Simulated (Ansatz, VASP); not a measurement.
# One calculation of Al3Cu2, two programs

The input INCAR:

```
SYSTEM = Al3Cu2
ALGO = Fast
EDIFF = 1E-6
ENCUT = 520
GGA = PS
ISIF = 2
ISMEAR = 0
LASPH = .True.
LCHARG = .False.
LREAL = .False.
LWAVE = .False.
NBANDS = 24
NELM = 80
PREC = Accurate
SIGMA = 0.15
```

KPOINTS

```
k-points
0
Gamma
  12 12 10
  0 0 0
```

Contents of POSCAR:

```
Al3Cu2
1.0
    4.0985856014      0.0000000000      0.0000000000
   -2.0492928007      3.5494792504      0.0000000000
    0.0000000000      0.0000000000      4.9821008425
Al Cu
3 2
Direct
    0.0000000000      0.0000000000      0.0000000000
    0.3333333333      0.6666666667      0.3515059809
    0.6666666667      0.3333333333      0.6484940191
    0.3039966785      0.6519983392      0.8561700348
    0.6373300118      0.3186650059      0.1715900714
```

Input for Ansatz:

```yaml
crystal:
  lattice:
    - [4.0985856014, 0.0, 0.0]
    - [-2.0492928007, 3.5494792504, 0.0]
    - [0.0, 0.0, 4.9821008425]
  atoms:
    - { symbol: Al, position: [0.0, 0.0, 0.0] }
    - { symbol: Al, position: [0.3333333333, 0.6666666667, 0.3515059809] }
    - { symbol: Al, position: [0.6666666667, 0.3333333333, 0.6484940191] }
    - { symbol: Cu, position: [0.3039966785, 0.6519983392, 0.8561700348] }
    - { symbol: Cu, position: [0.6373300118, 0.3186650059, 0.1715900714] }
basis:
  ecutwfc: 420
kpoints:
  mp_grid: { grid: [12, 12, 10] }
hamiltonian:
  xc: pbesol
scf:
  occupations: { method: gaussian, width: 0.15 }
output:
  forces: true
  stress: true
  eigenvalues: true
```

Change from the starting cell: all Cu atoms moved +0.125 Å, as atom 4 towards its neighbour atom 5 (Cu) at 2.841 Å.

Alike in both runs: task single point; functional PBEsol; k mesh 12 × 12 × 10; occupations gaussian, width 0.15 eV; no spin polarisation.

```csv
,VASP,Ansatz
version,VASP 6.6.1,Ansatz 0.2.0
potentials or method,"VASP PAW PBE potentials, release 64 (Al, Cu), cutoff 520 eV","scalar-relativistic, plane waves, PAW"
valence electrons in the cell,31,47
```

Ansatz gave:

* gap on the k mesh at the Fermi level (eV): none
* pressure (GPa): 0.7
* traceless stress, the component that is largest in VASP (GPa): 0.24
* rms of the force components (eV/Å): 0.384

Q: Which values does VASP return?

A: gap on the k mesh at the Fermi level (eV): none; pressure (GPa): 1.1; traceless stress, the component that is largest in VASP (GPa): 0.24; rms of the force components (eV/Å): 0.385.

VASP's potentials were made for PBE, not for PBEsol. Atom by atom the forces differ by 0.003 eV/Å (rms over components). A gap of «none» marks a metal or a gap that the smearing closes. VASP's potentials hold 31 valence electrons a cell and Ansatz's 47, so a difference there can come from the potentials and not from the codes.
